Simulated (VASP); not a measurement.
# B18HN18 (a cell with a defect) in VASP: a series of runs, part 2 of 2

VASP 6.6.1. Earlier steps stand in the parts before.

**3. Single point, PBE, collinear spin**

INCAR reads:

```
SYSTEM = B18HN18
PREC = Accurate ; ENCUT = 520
EDIFF = 1E-6 ; ISMEAR = -1
SIGMA = 0.01 ; LREAL = Auto
LASPH = .TRUE. ; NELM = 200
ALGO = Normal ; ISIF = 2
LWAVE = .FALSE. ; LCHARG = .TRUE.
ISPIN = 2 ; MAGMOM = 0 0 0 0 0 0 0 0 0 0 0 0 0 0 0 0 0 0 0 0 0 0 0 0 0 0 0.01 0.03 0 0.01 0 0 0.03 0 0.02 0.03 0.66
LORBIT = 11 ; NUPDOWN = 1.0
GGA = PE ; LELF = .TRUE.
LVHAR = .TRUE. ; NBANDS = 100
GGA_COMPAT = .FALSE.
```

KPOINTS reads:

```
Automatic mesh
0
Gamma
  1 1 1
  0.25 0.25 0.25
```

POSCAR reads:

```
B18HN18
1.0
    7.4650312800      0.0000000000      0.0000000000
   -3.7325156400      6.4649067300      0.0000000000
    0.0000000000      0.0000000000      6.4954828800
B N H
18 18 1
Direct
    0.1140911392      0.2252327931      0.2438848703
    0.2141255648      0.1071087378      0.7621256328
    0.1141167117      0.5586100698      0.2458040502
    0.2140993997      0.4428982690      0.7624541688
    0.1141256913      0.8918826274      0.2455800484
    0.2147905896      0.7753873659      0.7569006171
    0.4472284944      0.2245254357      0.2357786216
    0.5482828991      0.1080665243      0.7596417528
    0.4472215471      0.5591590337      0.2350499614
    0.5439026265      0.4398414577      0.7284066616
    0.4473297648      0.8918632922      0.2476048401
    0.5483017462      0.7762176949      0.7595932575
    0.7808222500      0.2252819818      0.2462822287
    0.8820201159      0.1090529267      0.7521112888
    0.7816727465      0.5590793728      0.2373917426
    0.8809105150      0.4426289689      0.7493121127
    0.7808255053      0.8919675474      0.2457721819
    0.8809861683      0.7741851830      0.7495762963
    0.1048896074      0.2198740151      0.7567021715
    0.2248765850      0.1144932218      0.2422671307
    0.1034533281      0.5529587896      0.7564229005
    0.2249019388      0.4479062299      0.2422540447
    0.1034611218      0.8853097560      0.7552808761
    0.2247998928      0.7811501714      0.2478405424
    0.4357109122      0.2156973114      0.7699386008
    0.5581544172      0.1145421011      0.2458813347
    0.4359898522      0.5550256407      0.7697464673
    0.5587053480      0.4481869764      0.2267421879
    0.4374418082      0.8861041991      0.7592870447
    0.5581504183      0.7811863668      0.2454487264
    0.7709623788      0.2195661994      0.7510450093
    0.8915294629      0.1145383887      0.2482479024
    0.7708424329      0.5528908845      0.7426059139
    0.8915454520      0.4478455948      0.2443410335
    0.7710541149      0.8863397786      0.7517752091
    0.8915640447      0.7812686572      0.2437181391
    0.4843472098      0.4096591197      0.5279530504
```

Potentials or basis: VASP PAW PBE potentials, release 64 (B, N, H).

On the command line:

```bash
cat potpaw_PBE.64/B/POTCAR potpaw_PBE.64/N/POTCAR potpaw_PBE.64/H/POTCAR > POTCAR
mpirun -np 1 vasp_std > vasp.out
```

OUTCAR:

```text
SYSTEM = B18HN18
   PREC = Accurate
   ENCUT = 520
   EDIFF = 1E-6
   ISMEAR = -1
   LREAL = Auto
   LASPH = .TRUE.
   NELM = 200
   ISIF = 2
   ISPIN = 2
   LORBIT = 11
   NUPDOWN = 1.0
   GGA = PE

 ion  position               nearest neighbor table
   1  0.114  0.225  0.244-  20 1.43  32 1.44  22 1.44
   2  0.214  0.107  0.762-  25 1.43  23 1.43  19 1.44
   3  0.114  0.559  0.246-  22 1.43  24 1.44  34 1.44
   4  0.214  0.443  0.762-  21 1.43  27 1.44  19 1.44
   5  0.114  0.892  0.246-  24 1.43  36 1.44  20 1.44
   6  0.215  0.775  0.757-  23 1.43  21 1.44  29 1.44
   7  0.447  0.225  0.236-  26 1.43  20 1.44  28 1.45
   8  0.548  0.108  0.760-  25 1.43  29 1.43  31 1.44
   9  0.447  0.559  0.235-  30 1.44  22 1.44  28 1.44
  10  0.544  0.440  0.728-  37 1.36  27 1.47  33 1.47  25 1.47
  11  0.447  0.892  0.248-  30 1.43  24 1.44  26 1.44
  12  0.548  0.776  0.760-  29 1.43  27 1.43  35 1.44
  13  0.781  0.225  0.246-  32 1.43  34 1.44  26 1.44
  14  0.882  0.109  0.752-  31 1.43  35 1.44  19 1.44
[... 1386 lines left out ...]
      2.08661      2.64841      3.42931         0.399661      0.231472      0.097959
 -----------------------------------------------------------------------------------
    total drift:                               -0.004438      0.000714     -0.004343

  FREE ENERGIE OF THE ION-ELECTRON SYSTEM (eV)
  ---------------------------------------------------
  free  energy   TOTEN  =      -317.2650332449 eV

  energy  without entropy=     -317.2650332449  energy(sigma->0) =     -317.26503324

 total charge

# of ion       s       p       d       tot
------------------------------------------
    1        0.757   1.447   0.000   2.204
    2        0.759   1.457   0.000   2.216
    3        0.757   1.448   0.000   2.205
    4        0.759   1.456   0.000   2.215
    5        0.757   1.448   0.000   2.206
    6        0.758   1.451   0.000   2.209
[... 29 lines left out ...]
   36        1.231   2.812   0.000   4.043
   37        0.508   0.017   0.000   0.525
--------------------------------------------------
tot         36.297  76.641   0.000 112.938

 magnetization (x)

# of ion       s       p       d       tot
------------------------------------------
    1        0.000   0.001   0.000   0.001
    2       -0.001   0.001   0.000   0.000
    3        0.000   0.000   0.000   0.000
    4       -0.001   0.001   0.000   0.001
    5        0.000   0.000   0.000   0.000
    6       -0.000  -0.000   0.000  -0.000
[... 29 lines left out ...]
   36       -0.000   0.001   0.000   0.001
   37        0.213   0.002   0.000   0.215
--------------------------------------------------
tot          0.227   0.421   0.000   0.648
```

stdout:

```text
POSCAR found type information on POSCAR B N H
 POSCAR found :  3 types and      37 ions
 scaLAPACK will be used
 LDA part: xc-table for (Slater+PW92), standard interpolation
 POSCAR, INCAR and KPOINTS ok, starting setup
 FFT: planning ... GRIDC
 FFT: planning ... GRID_SOFT
 FFT: planning ... GRID
 WAVECAR not read
 entering main loop
```

Run time: 12 min. Hardware: 1 thread of Intel Xeon Platinum 8259CL at 2.50GHz (Skylake/Cascade Lake), shared host; peak memory 0.63 GiB.

What came out:

```yaml
Free_energy: -317.2650 eV
Pressure: 9.7 GPa
Largest_force: 0.472 eV/Å
Net_moment: 1.00 μB per cell
Site_moments: B +0.00, -0.00, +0.01, +0.03 (each value once); N +0.01, +0.00, +0.10, +0.11, +0.07, +0.02, -0.00, +0.05 (each value once); H +0.21 μB
Valence_electrons_inside_the_program's_atomic_spheres: B 2.20, 2.22, 2.21 (each value once); N 4.04, 4.02, 4.03, 4.05 (each value once); H 0.53
```

Forces in eV/Å, atoms in the order of the input:
```
B   -0.190  0.108  0.020
B    0.125 -0.113  0.003
B   -0.191  0.111  0.009
B    0.188 -0.099  0.003
B   -0.185  0.101  0.014
B    0.186 -0.122  0.020
B   -0.180  0.106 -0.030
B    0.123 -0.141 -0.005
B   -0.185  0.114  0.021
B    0.090 -0.102 -0.124
B   -0.185  0.112 -0.006
B    0.158 -0.135  0.023
B   -0.186  0.105 -0.010
B    0.186 -0.121 -0.019
B   -0.175  0.102 -0.021
B    0.167 -0.088  0.017
B   -0.190  0.107  0.004
B    0.135 -0.097 -0.018
N   -0.207  0.082 -0.034
N    0.183 -0.092  0.034
N   -0.231  0.095 -0.008
N    0.190 -0.117  0.023
N   -0.204  0.083  0.038
N    0.183 -0.105  0.003
N   -0.130  0.073  0.000
N    0.185 -0.111 -0.001
N   -0.214  0.081  0.023
N    0.182 -0.120 -0.016
N   -0.216  0.116  0.009
N    0.186 -0.106 -0.021
N   -0.198  0.092  0.000
N    0.189 -0.103  0.002
N   -0.168  0.072 -0.036
N    0.184 -0.102  0.003
N   -0.193  0.087 -0.016
N    0.189 -0.104  0.000
H    0.400  0.231  0.098
```

Caveat: the k points lie up to 0.49 Å⁻¹ apart; the total moment is fixed, so each spin has its own Fermi level and the state may be an excited one.
